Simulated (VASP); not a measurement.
Input of a VASP 6.6.1 run:

File INCAR:

```
SYSTEM = BaTe
  ALGO = Normal
  EDIFF = 1E-6
  ENCUT = 520
  GGA = PE
  ISIF = 2
  ISMEAR = 0
  LASPH = .TRUE.
  LCHARG = .FALSE.
  LREAL = .FALSE.
  LWAVE = .FALSE.
  NBANDS = 24
  NELM = 100
  PREC = Accurate
  SIGMA = 0.05
```

KPOINTS

```
k-points
0
G
  8 8 4
  0 0 0
```

POSCAR

```
BaTe
1.0
    5.9702102791      0.0000000000      0.0000000000
   -2.9851051396      5.1703537676      0.0000000000
    0.0000000000      0.0000000000      7.0024277399
Ba Te
2 2
Direct
    0.6666666667      0.3333333333      0.0625865676
    0.3333333333      0.6666666667      0.5625865676
    0.6666666667      0.3333333333      0.5626134324
    0.3333333333      0.6666666667      0.0626134324
```

Potentials or basis: VASP PAW PBE potentials, release 64 (Ba_sv, Te).

Command:

```bash
$ cat potpaw_PBE.64/Ba_sv/POTCAR potpaw_PBE.64/Te/POTCAR > POTCAR
$ mpirun -np 1 vasp_std > vasp.out
```

Predict the band gap on the k mesh.

1.92 eV (least direct gap 2.22 eV).

Predict the pressure.

0.3 GPa.

Caveat: spin-orbit coupling is left out, which moves the levels of the heavy elements. A k mesh can miss the band edges.
